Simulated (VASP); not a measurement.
Ge, 2 atoms in the cell. Symmetry: I4_1/amd, No. 141, tetragonal system. The conventional cell has a = 5.237 Å, b = 5.237 Å, c = 2.837 Å, α = 90.00°, β = 90.00°, γ = 90.00°. Ge (site symmetry -4m2) has 10 Ge at 2.71 to 3.37 Å within 3.6 Å. 

```yaml
Program: VASP 6.6.1
Task: single point
Functional: BLYP
Dispersion: D4
Potentials_or_basis: VASP PAW PBE potentials, release 64 (Ge_d)
Cutoff: 520 eV
k_mesh: 11 × 11 × 11
Occupations: fermi-dirac, width 0.05 eV
Spin: no spin polarisation
Dipole_correction: no
Further_INCAR_settings: ALGO = Normal; EDIFF = 1e-07; NBANDS = 21
```

Potentials or basis: VASP PAW PBE potentials, release 64 (Ge_d).

Run with:

```console
$ cat potpaw_PBE.64/Ge_d/POTCAR > POTCAR
$ mpirun -np 1 vasp_std > vasp.out
```

Hardware: 1 thread of Intel(R) Xeon(R) Platinum 8559C (Emerald Rapids), with other jobs on the host.

Estimate the wall time of this run.

It took 62 s on 1 thread of Intel(R) Xeon(R) Platinum 8559C (Emerald Rapids) (shared host), peak memory 0.22 GiB. Counts: scf iterations 11, k points 126.
